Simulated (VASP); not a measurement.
# GaN (F-43m) in VASP: further runs

The runs below take GaN through single point, with PBEsol.

Program: VASP 6.6.1. These are calculated values, not measurements. Logs are shortened: lines on timing, memory, paths and dates and some standing lists are left out, and cuts for length are marked.

## (1) The cell of the first run

The structure is cubic, space group F-43m (No. 216). Conventional cell: a = 5.142 Å, b = 5.142 Å, c = 5.142 Å, α = 90.00°, β = 90.00°, γ = 90.00°. Within 2.9 Å of Ga (site symmetry -43m) lie 4 N at 2.23 Å. N (site symmetry -43m) has 4 Ga at 2.23 Å within 2.9 Å.

## (2) Single point, PBEsol (P replaced by N, lengths x 0.906, strained)

Input file INCAR:

```
PREC = Accurate ; ENCUT = 520
EDIFF = 1E-7 ; ISMEAR = 0
SIGMA = 0.1 ; LREAL = F
LASPH = T ; NELM = 100
ALGO = Normal ; ISIF = 2
LWAVE = F ; LCHARG = F
GGA = PS ; NBANDS = 16
```

Input file KPOINTS:

```
Automatic mesh
0
Gamma
  14 14 14
```

Input file POSCAR:

```
GaN
1.0
    0.0000000000      2.5707740711      2.5707740711
    2.5707740711      0.0000000000      2.5707740711
    2.5707740711      2.5707740711      0.0000000000
Ga N
1 1
Direct
    0.0000000000      0.0000000000      0.0000000000
    0.7500000000      0.7500000000      0.7500000000
```

Potentials or basis: VASP PAW PBE potentials, release 64 (Ga_d, N).

Launch:

```console
cat potpaw_PBE.64/Ga_d/POTCAR potpaw_PBE.64/N/POTCAR > POTCAR
mpirun -np 1 vasp_std > vasp.out
```

OUTCAR:

```text
PREC = Accurate
   ENCUT = 520
   EDIFF = 1E-7
   ISMEAR = 0
   LREAL = F
   LASPH = T
   NELM = 100
   ISIF = 2
   GGA = PS

 ion  position               nearest neighbor table
   1  0.000  0.000  0.000-   2 2.23   2 2.23   2 2.23   2 2.23
   2  0.750  0.750  0.750-   1 2.23   1 2.23   1 2.23   1 2.23

  LATTYP: Found a face centered cubic cell.
 ALAT       =     5.1415481422

  Lattice vectors:

 A1 = (   0.0000000000,   2.5707740711,   2.5707740711)
 A2 = (   2.5707740711,   0.0000000000,   2.5707740711)
 A3 = (   2.5707740711,   2.5707740711,   0.0000000000)

Analysis of symmetry for initial positions (statically):
=====================================================================
 Subroutine PRICEL returns:
 Original cell was already a primitive cell.

 Routine SETGRP: Setting up the symmetry group for a
 face centered cubic supercell.

 Subroutine GETGRP returns: Found 24 space group operations
 (whereof 24 operations were pure point group operations)
 out of a pool of 48 trial point group operations.

The static configuration has the point symmetry T_d .

Analysis of symmetry for dynamics (positions and initial velocities):
=====================================================================
 Subroutine PRICEL returns:
 Original cell was already a primitive cell.

 Routine SETGRP: Setting up the symmetry group for a
 face centered cubic supercell.

 Subroutine GETGRP returns: Found 24 space group operations
 (whereof 24 operations were pure point group operations)
 out of a pool of 48 trial point group operations.

The dynamic configuration has the point symmetry T_d .

 Subroutine INISYM returns: Found 24 space group operations
 (whereof 24 operations are pure point group operations),
 and found     1 'primitive' translations

----------------------------------------------------------------------------------------

                                     Primitive cell

  volume of cell :      33.9799

  direct lattice vectors                    reciprocal lattice vectors
     0.000000000  2.570774071  2.570774071    -0.194493949  0.194493949  0.194493949
     2.570774071  0.000000000  2.570774071     0.194493949 -0.194493949  0.194493949
     2.570774071  2.570774071  0.000000000     0.194493949  0.194493949 -0.194493949

  length of vectors
[... 74 lines left out ...]
   ISTART =      0    job   : 0-new  1-cont  2-samecut
   ICHARG =      2    charge: 1-file 2-atom 10-const
   ISPIN  =      1    spin polarized calculation?
   LNONCOLLINEAR =      F non collinear calculations
   LSORBIT =      F    spin-orbit coupling
   LASPH  =      T    aspherical Exc in radial PAW
   ENCUT  =  520.0 eV  38.22 Ry    6.18 a.u.   6.76  6.76  6.76*2*pi/ulx,y,z
   NELM   =    100;   NELMIN=  2; NELMDL= -5     # of ELM steps
   EDIFF  = 0.1E-06   stopping-criterion for ELM
   LREAL  =      F    real-space projection
   EDIFFG = 0.1E-05   stopping-criterion for IOM
   NSW    =      0    number of steps for IOM
   IBRION =     -1    ionic relax: 0-MD 1-quasi-New 2-CG
   NFREE  =      0    steps in history (QN), initial steepest desc. (CG)
   ISIF   =      2    stress and relaxation
   ISYM   =      2    0-nonsym 1-usesym 2-fastsym
   POTIM  = 0.5000    time-step for ionic-motion
   TEBEG  =    0.0;   TEEND  =   0.0 temperature during run
   PSTRESS=    0.0 pullay stress
   NELECT =      18.0000    total number of electrons
   NUPDOWN=      -1.0000    fix difference up-down
   EMIN   =  10.00;   EMAX   =-10.00  energy-range for DOS
   EFERMI =   0.00;   METHOD = LEGACY
   ISMEAR =     0;   SIGMA  =   0.10  broadening in eV -4-tet -1-fermi 0-gaus
   EFERMI_NEDOS =   21; number of points for ismear=-14 and -15
   IALGO  =     38    algorithm
   IMIX   =      4    mixing-type and parameters
     AMIX     =   0.40;   BMIX     =  1.00
     AMIX_MAG =   1.60;   BMIX_MAG =  1.00
  volume/ion in A,a.u.               =      16.99       114.65
  Fermi-wavevector in a.u.,A,eV,Ry     =   1.324621  2.503171 23.873078  1.754622
  Thomas-Fermi vector in A             =   2.454142
   LORBIT       =      0    0 simple, 1 ext, 2 COOP (PROOUT), +10 PAW based schemes
   GGA     = PS    functional components
   LHFCALC =     F    Hartree Fock is set to
   AEXX    =    0.0000 exact exchange contribution
   IVDW    =     0    specifies the selected vdW correction
   LEPSILON=     F    determine dielectric tensor
   LRPA    =     F    only Hartree local field effects (RPA)
 non-spin polarized calculation
 Gauss-broadening in eV      SIGMA  =   0.10
  energy-cutoff  :      520.00
  volume of cell :       33.98
 maximum number of plane-waves:       941
   NGX = 13   NGY = 13   NGZ = 13

 number of electron      18.0000005 magnetization

 Free energy of the ion-electron system (eV)
  ---------------------------------------------------
  ext. energy  EPLUGINS =         0.00000000
  ---------------------------------------------------
  free energy    TOTEN  =       -11.58096867 eV

  energy without entropy =      -11.58084995  energy(sigma->0) =      -11.58090931

 E-fermi :   1.7505     XC(G=0):  -9.9315

 val. band max:        1.6476112798   @ k =   0.0000   0.0000   0.0000
 cond. band min:       2.1520905466   @ k =   0.0714   0.0000   0.0000
 fundamental gap:      0.5044792668
 Fermi energy:         1.7504571361

 k-point     1 :       0.0000    0.0000    0.0000
  band No.  band energies     occupation
      1     -11.8548      2.00000
      2     -11.8548      2.00000
      3     -11.8548      2.00000
      4     -11.7707      2.00000
      5     -11.7707      2.00000
      6     -11.6378      2.00000
[... 433 lines left out ...]
      3     -11.8250      2.00000
      4     -11.7824      2.00000
      5     -11.7608      2.00000
      6     -10.7748      2.00000
[... 8 lines left out ...]
     15      16.8093      0.00000
     16      17.7508      0.00000

 [... further k-points ...]
[... 5 lines left out ...]
  --------------------------------------------------------------------------------------
  -------------------------------------------------------------------------------------
  Total       -6.3727313     -6.3727313     -6.3727313     -0.0000000     -0.0000000     -0.0000000
  in kB     -300.4792334   -300.4792334   -300.4792334     -0.0000000     -0.0000000     -0.0000000
  external PRESSURE =    -300.4792334 kB  Pullay stress =       0.0000000 kB

 VOLUME and BASIS-vectors are now :
 -----------------------------------------------------------------------------
  energy-cutoff  :      520.00
  volume of cell :       33.98
      direct lattice vectors                 reciprocal lattice vectors
     0.000000000  2.570774071  2.570774071    -0.194493949  0.194493949  0.194493949
     2.570774071  0.000000000  2.570774071     0.194493949 -0.194493949  0.194493949
     2.570774071  2.570774071  0.000000000     0.194493949  0.194493949 -0.194493949

 POSITION                                       TOTAL-FORCE (eV/Angst)
 -----------------------------------------------------------------------------------
      0.00000      0.00000      0.00000         0.000000     -0.000000      0.000000
      3.85616      3.85616      3.85616        -0.000000      0.000000     -0.000000
 -----------------------------------------------------------------------------------
    total drift:                               -0.000001     -0.000001     -0.000001

  FREE ENERGIE OF THE ION-ELECTRON SYSTEM (eV)
  ---------------------------------------------------
  free  energy   TOTEN  =       -11.5809686724 eV

  energy  without entropy=      -11.5808499517  energy(sigma->0) =      -11.58090931
```

OSZICAR:

```text
N       E                     dE             d eps       ncg     rms          rms(c)
DAV:   1     0.877451660180E+02    0.87745E+02   -0.93148E+03  3520   0.174E+03
DAV:   2    -0.509512819544E+01   -0.92840E+02   -0.85991E+02  3944   0.324E+02
DAV:   3    -0.128163044728E+02   -0.77212E+01   -0.76636E+01  3840   0.758E+01
DAV:   4    -0.129361397944E+02   -0.11984E+00   -0.11981E+00  4400   0.107E+01
DAV:   5    -0.129377175950E+02   -0.15778E-02   -0.15778E-02  3976   0.105E+00    0.613E+00
DAV:   6    -0.116940814568E+02    0.12436E+01   -0.48001E+00  4992   0.318E+01    0.311E+00
DAV:   7    -0.115995580109E+02    0.94523E-01   -0.33599E-01  3720   0.692E+00    0.151E+00
DAV:   8    -0.115873722059E+02    0.12186E-01   -0.14775E-01  3456   0.290E+00    0.897E-01
DAV:   9    -0.115809294601E+02    0.64427E-02   -0.12318E-02  3504   0.894E-01    0.355E-01
DAV:  10    -0.115809626421E+02   -0.33182E-04   -0.17468E-03  4096   0.298E-01    0.314E-02
DAV:  11    -0.115809740318E+02   -0.11390E-04   -0.90012E-05  4520   0.133E-01    0.499E-02
DAV:  12    -0.115809705571E+02    0.34747E-05   -0.13562E-05  3672   0.325E-02    0.276E-02
DAV:  13    -0.115809686974E+02    0.18597E-05   -0.50001E-06  4072   0.144E-02    0.603E-04
DAV:  14    -0.115809686724E+02    0.24994E-07   -0.97896E-08  3216   0.415E-03
   1 F= -.11580969E+02 E0= -.11580909E+02  d E =-.118721E-03
```

stdout:

```text
POSCAR found type information on POSCAR GaN
 POSCAR found :  2 types and       2 ions
 scaLAPACK will be used
 -----------------------------------------------------------------------------
|                                                                             |
|                                                                             |
|     You enforced a specific xc type in the INCAR file but a different       |
|     I HOPE YOU KNOW WHAT YOU ARE DOING!                                     |
|                                                                             |
 -----------------------------------------------------------------------------

 LDA part: xc-table for (Slater+PW92), standard interpolation
 POSCAR, INCAR and KPOINTS ok, starting setup
 FFT: planning ... GRIDC
 FFT: planning ... GRID_SOFT
 FFT: planning ... GRID
 WAVECAR not read
 entering main loop
```

It took 3.3 min on 1 thread of AMD EPYC 7R13, shared host; peak memory 0.16 GiB.

What came out:

```yaml
Free_energy: -11.5810 eV
Pressure: -30.0 GPa
Band_gap_on_the_k_mesh: zero (filled and empty bands touch)
```

Caveat: the cell differs from its parent crystal (P replaced by N, lengths x 0.906, strained); the PAW data sets were made with another functional, which shifts forces and pressure a little.

(Part 1 of 2 ends here.)
